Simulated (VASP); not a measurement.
# Mg4Se in VASP: a series of runs

Mg4Se is run at these levels: PBE; tasks: single point, relaxation of cell and atoms.

Program: VASP 6.6.1. These are calculated values, not measurements. Logs are shortened: lines on timing, memory, paths and dates and some standing lists are left out, and cuts for length are marked.

### Step 1. The cell of the first run

The typed cell holds 10 atoms: a = 5.082 Å, b = 5.105 Å, c = 10.329 Å, α = 90.08°, β = 90.13°, γ = 90.08°.

### Step 2. Single point, PBE

INCAR

```
  PREC = Accurate
  ENCUT = 520
  EDIFF = 1E-7
  ISMEAR = 0
  SIGMA = 0.2
  LREAL = False
  LASPH = True
  NELM = 100
  ALGO = Normal
  ISIF = 2
  LWAVE = False
  LCHARG = False
  GGA = PE
  NBANDS = 25
```

KPOINTS

```
Automatic mesh
0
Gamma
  4 4 2
```

POSCAR

```
Mg4Se
1.0
   -5.0823231309      0.0062027781      0.0037223761
    0.0034932227      0.0035282158     -5.1052720714
    0.0109539637    -10.3286454614      0.0069133517
Mg Se
8 2
Direct
    0.7105498015      0.7143301800      0.8514802842
    0.7121074957      0.7094504598      0.3559386976
    0.2857802219      0.7060222074      0.6438881262
    0.2916592693      0.7118372951      0.1465870084
    0.7078168557      0.2887755405      0.6459259964
    0.7159799482      0.2888916606      0.1481810333
    0.2855599872      0.2907910117      0.8536403899
    0.2906825581      0.2877982121      0.3533821049
    0.0001639471      1.0029642038      0.5008101952
   -0.0003000847     -0.0008607713      0.0001661638
```

Potentials or basis: VASP PAW PBE potentials, release 64 (Mg, Se).

Command:

```console
$ cat potpaw_PBE.64/Mg/POTCAR potpaw_PBE.64/Se/POTCAR > POTCAR
$ mpirun -np 1 vasp_std > vasp.out
```

OUTCAR:

```text
PREC = Accurate
   ENCUT = 520
   EDIFF = 1E-7
   ISMEAR = 0
   LREAL = False
   LASPH = True
   NELM = 100
   ISIF = 2
   GGA = PE

 ion  position               nearest neighbor table
   1  0.711  0.714  0.851-  10 2.57   5 3.04   3 3.04   7 3.05   5 3.62   3 3.63   7 3.64   7 3.65

   2  0.712  0.709  0.356-   9 2.57   6 3.03   8 3.03   4 3.04   8 3.65   8 3.65   6 3.66
   3  0.286  0.706  0.644-   9 2.57   5 3.03   7 3.03   1 3.04   5 3.63   1 3.63
   4  0.292  0.712  0.147-  10 2.58   2 3.04   8 3.04   6 3.05   8 3.63   6 3.63   6 3.65
   5  0.708  0.289  0.646-   9 2.57   3 3.03   1 3.04   7 3.04   1 3.62   3 3.63   7 3.63
   6  0.716  0.289  0.148-  10 2.57   8 3.03   2 3.03   4 3.05   8 3.60   4 3.63   4 3.65   2 3.66

   7  0.286  0.291  0.854-  10 2.57   3 3.03   5 3.04   1 3.05   5 3.63   1 3.64   1 3.65
   8  0.291  0.288  0.353-   9 2.57   6 3.03   2 3.03   4 3.04   6 3.60   4 3.63   2 3.65   2 3.65

   9  0.000  0.003  0.501-   3 2.57   5 2.57   2 2.57   8 2.57
  10  1.000  0.999  0.000-   1 2.57   6 2.57   7 2.57   4 2.58

  LATTYP: Found a triclinic cell.
 ALAT       =     5.0823282792
 B/A-ratio  =     2.8545843850
 C/A-ratio  =     1.0045149005
 COS(alpha) =     0.0000239394
 COS(beta)  =     0.0014158090
 COS(gamma) =     0.7022509533

  Lattice vectors:

 A1 = (   5.0823231309,  -0.0062027781,  -0.0037223761)
 A2 = (  10.1756002255, -10.3410510176,  -0.0005314005)
 A3 = (   0.0034932227,   0.0035282158,  -5.1052720714)

Analysis of symmetry for initial positions (statically):
=====================================================================
 Subroutine PRICEL returns:
 Original cell was already a primitive cell.

 Routine SETGRP: Setting up the symmetry group for a
 triclinic supercell.

 Subroutine GETGRP returns: Found  1 space group operations
 (whereof  1 operations were pure point group operations)
 out of a pool of  2 trial point group operations.

The static configuration has the point symmetry C_1 .

Analysis of symmetry for dynamics (positions and initial velocities):
=====================================================================
 Subroutine PRICEL returns:
 Original cell was already a primitive cell.

 Routine SETGRP: Setting up the symmetry group for a
 triclinic supercell.

 Subroutine GETGRP returns: Found  1 space group operations
 (whereof  1 operations were pure point group operations)
 out of a pool of  2 trial point group operations.

The dynamic configuration has the point symmetry C_1 .

 Subroutine INISYM returns: Found  1 space group operations
 (whereof  1 operations are pure point group operations),
 and found     1 'primitive' translations

----------------------------------------------------------------------------------------

                                     Primitive cell

  volume of cell :     267.9931

  direct lattice vectors                    reciprocal lattice vectors
    -5.082323131  0.006202778  0.003722376    -0.196760767 -0.000208763 -0.000134776
     0.003493223  0.003528216 -5.105272071    -0.000143623 -0.000131260 -0.195876136
     0.010953964-10.328645461  0.006913352    -0.000118212 -0.096818287 -0.000066991

  length of vectors
     5.082328279  5.105274486 10.328653584     0.196760924  0.195876232  0.096818382

  position of ions in fractional coordinates (direct lattice)
     0.710549802  0.714330180  0.851480284
     0.712107496  0.709450460  0.355938698
     0.285780222  0.706022207  0.643888126
     0.291659269  0.711837295  0.146587008
     0.707816856  0.288775540  0.645925996
     0.715979948  0.288891661  0.148181033
     0.285559987  0.290791012  0.853640390
     0.290682558  0.287798212  0.353382105
     0.000163947  0.002964204  0.500810195
     0.999699915  0.999139229  0.000166164

  ion indices of the primitive-cell ions
   primitive index   ion index
                 1           1
                 2           2
                 3           3
                 4           4
                 5           5
                 6           6
                 7           7
                 8           8
                 9           9
                10          10

----------------------------------------------------------------------------------------

 KPOINTS: Automatic mesh

Automatic generation of k-mesh.
 Grid dimensions read from file:
 generate k-points for:    4    4    2

 Generating k-lattice:

  Cartesian coordinates                     Fractional coordinates (reciprocal lattice)
    -0.049190192 -0.000052191 -0.000033694     0.250000000  0.000000000  0.000000000
    -0.000035906 -0.000032815 -0.048969034     0.000000000  0.250000000  0.000000000
    -0.000059106 -0.048409143 -0.000033496     0.000000000 -0.000000000  0.500000000

  Length of vectors
     0.049190231  0.048969058  0.048409191

  Shift w.r.t. Gamma in fractional coordinates (k-lattice)
     0.000000000  0.000000000  0.000000000

 Subroutine IBZKPT returns following result:
 ===========================================

 Found     20 irreducible k-points:

 Following reciprocal coordinates:
            Coordinates               Weight
  0.000000  0.000000  0.000000      1.000000
  0.250000  0.000000  0.000000      2.000000
  0.500000  0.000000  0.000000      1.000000
  0.000000  0.250000  0.000000      2.000000
  0.250000  0.250000  0.000000      2.000000
  0.500000  0.250000  0.000000      2.000000
[... 12 lines left out ...]
  0.250000  0.500000  0.500000      2.000000
  0.500000  0.500000  0.500000      1.000000
   k-points           NKPTS =     20   k-points in BZ     NKDIM =     20   number of bands    NBANDS=     25
   number of dos      NEDOS =    301   number of ions     NIONS =     10
   total plane-waves  NPLWV = 128000
   dimension x,y,z NGX =    40 NGY =   40 NGZ =   80
   dimension x,y,z NGXF=    80 NGYF=   80 NGZF=  160
   ions per type =               8   2
   NGX,Y,Z   is equivalent  to a cutoff of  13.08, 13.03, 12.88 a.u.
   NGXF,Y,Z  is equivalent  to a cutoff of  26.17, 26.05, 25.75 a.u.
 SYSTEM =  unknown system
   PREC   = accura    normal or accurate (medium, high low for compatibility)
   ISTART =      0    job   : 0-new  1-cont  2-samecut
   ICHARG =      2    charge: 1-file 2-atom 10-const
   ISPIN  =      1    spin polarized calculation?
   LNONCOLLINEAR =      F non collinear calculations
   LSORBIT =      F    spin-orbit coupling
   LASPH  =      T    aspherical Exc in radial PAW
   ENCUT  =  520.0 eV  38.22 Ry    6.18 a.u.   9.45  9.49 19.20*2*pi/ulx,y,z
   NELM   =    100;   NELMIN=  2; NELMDL= -5     # of ELM steps
   EDIFF  = 0.1E-06   stopping-criterion for ELM
   LREAL  =      F    real-space projection
   EDIFFG = 0.1E-05   stopping-criterion for IOM
   NSW    =      0    number of steps for IOM
   IBRION =     -1    ionic relax: 0-MD 1-quasi-New 2-CG
   NFREE  =      0    steps in history (QN), initial steepest desc. (CG)
   ISIF   =      2    stress and relaxation
   ISYM   =      2    0-nonsym 1-usesym 2-fastsym
   POTIM  = 0.5000    time-step for ionic-motion
   TEBEG  =    0.0;   TEEND  =   0.0 temperature during run
   PSTRESS=    0.0 pullay stress
   NELECT =      28.0000    total number of electrons
   NUPDOWN=      -1.0000    fix difference up-down
   EMIN   =  10.00;   EMAX   =-10.00  energy-range for DOS
   EFERMI =   0.00;   METHOD = LEGACY
   ISMEAR =     0;   SIGMA  =   0.20  broadening in eV -4-tet -1-fermi 0-gaus
   EFERMI_NEDOS =   21; number of points for ismear=-14 and -15
   IALGO  =     38    algorithm
   IMIX   =      4    mixing-type and parameters
     AMIX     =   0.40;   BMIX     =  1.00
     AMIX_MAG =   1.60;   BMIX_MAG =  1.00
  volume/ion in A,a.u.               =      26.80       180.85
  Fermi-wavevector in a.u.,A,eV,Ry     =   0.771057  1.457086  8.089051  0.594528
  Thomas-Fermi vector in A             =   1.872393
   LORBIT       =      0    0 simple, 1 ext, 2 COOP (PROOUT), +10 PAW based schemes
   GGA     = PE    functional components
   LHFCALC =     F    Hartree Fock is set to
   AEXX    =    0.0000 exact exchange contribution
   IVDW    =     0    specifies the selected vdW correction
   LEPSILON=     F    determine dielectric tensor
   LRPA    =     F    only Hartree local field effects (RPA)
 non-spin polarized calculation
 Gauss-broadening in eV      SIGMA  =   0.20
  energy-cutoff  :      520.00
  volume of cell :      267.99
 maximum number of plane-waves:      7259
 NGX is ok and might be reduce to    40

 number of electron      28.0000002 magnetization

 Free energy of the ion-electron system (eV)
  ---------------------------------------------------
  ext. energy  EPLUGINS =         0.00000000
  ---------------------------------------------------
  free energy    TOTEN  =       -20.94622215 eV

  energy without entropy =      -20.84968760  energy(sigma->0) =      -20.89795488

 E-fermi :   2.0783     XC(G=0):  -8.1086

 val. band max:        2.0224426233   @ k =   0.5000   0.0000   0.5000
 cond. band min:       2.2354003788   @ k =   0.5000   0.5000   0.0000
 fundamental gap:      0.2129577555
 Fermi energy:         2.0783016068

 k-point     1 :       0.0000    0.0000    0.0000
  band No.  band energies     occupation
      1     -11.1836      2.00000
      2     -11.1348      2.00000
      3      -3.3641      2.00000
      4      -2.6641      2.00000
      5      -1.5479      2.00000
      6      -1.4710      2.00000
[... 17 lines left out ...]
     24       6.6407      0.00000
     25       6.7802      0.00000

 k-point     2 :       0.2500    0.0000    0.0000
  band No.  band energies     occupation
      1     -11.1576      2.00000
      2     -11.1124      2.00000
      3      -3.0730      2.00000
      4      -2.9958      2.00000
      5      -2.0565      2.00000
      6      -1.4601      2.00000
[... 17 lines left out ...]
     24       5.9971      0.00000
     25       6.0430      0.00000

 k-point     3 :       0.5000    0.0000    0.0000
  band No.  band energies     occupation
      1     -11.1310      2.00000
      2     -11.0896      2.00000
      3      -3.2920      2.00000
      4      -2.5481      2.00000
      5      -2.4979      2.00000
      6      -1.5451      2.00000
[... 17 lines left out ...]
     24       6.4293      0.00000
     25       6.4750      0.00000

 k-point     4 :       0.0000    0.2500    0.0000
  band No.  band energies     occupation
      1     -11.1583      2.00000
      2     -11.1130      2.00000
      3      -3.0750      2.00000
      4      -3.0110      2.00000
      5      -2.0746      2.00000
      6      -1.4617      2.00000
[... 17 lines left out ...]
     24       5.9588      0.00000
     25       6.0182      0.00000
[... 365 lines left out ...]
 k-point    18 :      -0.0000    0.5000    0.5000
  band No.  band energies     occupation
      1     -11.1159      2.00000
      2     -11.1077      2.00000
      3      -3.0476      2.00000
      4      -3.0072      2.00000
      5      -2.1284      2.00000
      6      -2.1192      2.00000
[... 17 lines left out ...]
     24       5.4710      0.00000
     25       5.8677      0.00000

 k-point    19 :       0.2500    0.5000    0.5000
  band No.  band energies     occupation
      1     -11.0947      2.00000
      2     -11.0867      2.00000
      3      -2.7798      2.00000
      4      -2.7408      2.00000
      5      -2.0727      2.00000
      6      -2.0569      2.00000
[... 17 lines left out ...]
     24       6.5860      0.00000
     25       7.0048      0.00000

 k-point    20 :       0.5000    0.5000    0.5000
  band No.  band energies     occupation
      1     -11.0731      2.00000
      2     -11.0653      2.00000
      3      -2.3430      2.00000
      4      -2.3258      2.00000
      5      -2.3068      2.00000
      6      -2.2992      2.00000
[... 17 lines left out ...]
     24       7.0022      0.00000
     25       7.9750      0.00000

------------------------ aborting loop because EDIFF is reached ----------------------------------------

  FORCE on cell =-STRESS in cart. coord.  units (eV):
  Direction    XX          YY          ZZ          XY          YZ          ZX
  --------------------------------------------------------------------------------------
  -------------------------------------------------------------------------------------
  Total       -0.1161146     -0.1171957     -0.1515565      0.0433017      0.0618424      0.0026431
  in kB       -0.6941831     -0.7006459     -0.9060699      0.2588760      0.3697206      0.0158018
  external PRESSURE =      -0.7669663 kB  Pullay stress =       0.0000000 kB

 VOLUME and BASIS-vectors are now :
 -----------------------------------------------------------------------------
  energy-cutoff  :      520.00
  volume of cell :      267.99
      direct lattice vectors                 reciprocal lattice vectors
    -5.082323131  0.006202778  0.003722376    -0.196760767 -0.000208763 -0.000134776
     0.003493223  0.003528216 -5.105272071    -0.000143623 -0.000131260 -0.195876136
     0.010953964-10.328645461  0.006913352    -0.000118212 -0.096818287 -0.000066991

 POSITION                                       TOTAL-FORCE (eV/Angst)
 -----------------------------------------------------------------------------------
     -3.59942     -8.78771     -3.63832         0.010916      0.013922      0.010536
     -3.61278     -3.66944     -3.61683         0.007049      0.003879      0.004690
     -1.44291     -6.64623     -3.59892        -0.008271     -0.013199     -0.000304
     -1.47821     -1.50972     -3.63202         0.002506     -0.007097      0.000210
     -3.58927     -6.66613     -1.46718         0.005609     -0.015616     -0.001418
     -3.63621     -1.52505     -1.47118         0.006666      0.002992     -0.009370
     -1.44094     -8.81415     -1.47760        -0.006308     -0.001023     -0.000018
     -1.47247     -3.64714     -1.46576         0.004759      0.001981     -0.005240
      0.00466     -5.17268     -0.01167        -0.007979      0.017727      0.000063
     -5.07731      0.00801     -5.09716        -0.014948     -0.003566      0.000849
 -----------------------------------------------------------------------------------
    total drift:                               -0.000119      0.000081     -0.000052

  FREE ENERGIE OF THE ION-ELECTRON SYSTEM (eV)
  ---------------------------------------------------
  free  energy   TOTEN  =       -20.9462221520 eV

  energy  without entropy=      -20.8496876002  energy(sigma->0) =      -20.89795488
```

It took 84 s on 1 thread of Intel Xeon 6975P-C (Granite Rapids), shared host; peak memory 0.4 GiB.

What came out:

* Free energy: -20.9462 eV
* Pressure: -0.1 GPa
* Largest force: 0.021 eV/Å
* Band gap on the k mesh: zero (bands 14 and 15 overlap by 1.26 eV)

Forces in eV/Å, atoms in the order of the input:
```
Mg   0.011  0.014  0.011
Mg   0.007  0.004  0.005
Mg  -0.008 -0.013  0.000
Mg   0.003 -0.007  0.000
Mg   0.006 -0.016 -0.001
Mg   0.007  0.003 -0.009
Mg  -0.006 -0.001  0.000
Mg   0.005  0.002 -0.005
Se  -0.008  0.018  0.000
Se  -0.015 -0.004  0.001
```

### Step 3. Relaxation of cell and atoms, PBE

This run uses another cell than the first one: it holds 5 atoms, not 10.

INCAR

```
SYSTEM = Mg4Se
ALGO = Normal ; EDIFF = 1E-6
EDIFFG = -0.01 ; ENCUT = 600
GGA = PE ; IBRION = 2
ISIF = 3 ; ISMEAR = 0
LASPH = .True. ; LCHARG = .False.
LREAL = .False. ; LWAVE = .False.
NELM = 60 ; NSW = 100
PREC = Accurate ; SIGMA = 0.1
```

KPOINTS

```
k-points
0
Gamma
  8 8 8
  0 0 0
```

POSCAR

```
Mg4Se
1.0
    5.1128786345      0.0000000000      0.0000000000
    0.0000000000      5.1128786345      0.0000000000
    0.0000000000      0.0000000000      5.1128786345
Mg Se
4 1
Direct
    0.2901211561      0.2901211561      0.2901211561
    0.7098788439      0.7098788439      0.2901211561
    0.2901211561      0.7098788439      0.7098788439
    0.7098788439      0.2901211561      0.7098788439
    0.0000000000      0.0000000000      0.0000000000
```

Potentials or basis: VASP PAW PBE potentials, release 64 (Mg, Se).

Command:

```console
$ cat potpaw_PBE.64/Mg/POTCAR potpaw_PBE.64/Se/POTCAR > POTCAR
$ mpirun -np 1 vasp_std > vasp.out
```

It took 64 s on 1 thread of Intel Xeon 6975P-C (Granite Rapids), shared host; peak memory 0.31 GiB.

The run converged. Its results:

* Free energy: -10.4195 eV
* Relaxed volume: 26.58 Å³/atom
* Relaxed cell: a = 5.103 Å, b = 5.103 Å, c = 5.103 Å, α = 90.00°, β = 90.00°, γ = 90.00°
* Space group after relaxing (to 0.1 Å): P-43m (No. 215)
* Energy gained by relaxing: 0.2 meV/atom
* Ionic steps: 5
* Pressure after relaxing: 0.0 GPa
* Largest force after relaxing: 0.006 eV/Å
* Band gap on the k mesh: zero (bands 7 and 8 overlap by 2.62 eV)

Forces in eV/Å, atoms in the order of the input:
```
Mg  -0.003 -0.003 -0.003
Mg   0.003  0.003 -0.003
Mg  -0.003  0.003  0.003
Mg   0.003 -0.003  0.003
Se   0.000  0.000  0.000
```

The path:
| step | energy change (eV) | largest force (eV/Å) | pressure (GPa) | volume (Å³) |
| --- | --- | --- | --- | --- |
| 1 | 0.0000 | 0.0555 | -0.20 | 133.66 |
| 2 | -0.0009 | 0.0236 | -0.02 | 133.03 |
| 3 | -0.0009 | 0.0135 | 0.03 | 132.83 |
| 4 | -0.0009 | 0.0123 | 0.03 | 132.81 |
| 5 | -0.0010 | 0.0059 | 0.02 | 132.89 |

Final structure:
```yaml
crystal:
  lattice:
    - [5.10311, 0.00000, 0.00000]
    - [0.00000, 5.10311, 0.00000]
    - [0.00000, 0.00000, 5.10311]
  atoms:
    - { symbol: Mg, position: [0.28963, 0.28963, 0.28963] }
    - { symbol: Mg, position: [0.71037, 0.71037, 0.28963] }
    - { symbol: Mg, position: [0.28963, 0.71037, 0.71037] }
    - { symbol: Mg, position: [0.71037, 0.28963, 0.71037] }
    - { symbol: Se, position: [0.00000, 0.00000, 0.00000] }
```

Levels at points of the mesh, in eV from the Fermi level:
```tsv
k point	band 3	band 4	band 5	band 6	band 7	band 8	band 9	band 10	band 11
(0.00, 0.00, 0.00)	-3.64	-3.64	-3.64	-0.19	-0.19	1.69	1.86	1.86	1.86
(0.50, 0.00, 0.00)	-3.47	-3.47	-2.42	-2.29	0.93	1.23	1.23	1.41	2.76
(0.50, 0.50, 0.00)	-4.68	-3.69	-3.27	-0.29	-0.29	0.20	1.57	2.47	2.76
(0.50, 0.50, 0.50)	-4.26	-4.26	-2.63	-1.69	-1.69	-1.69	3.02	3.02	3.02
```
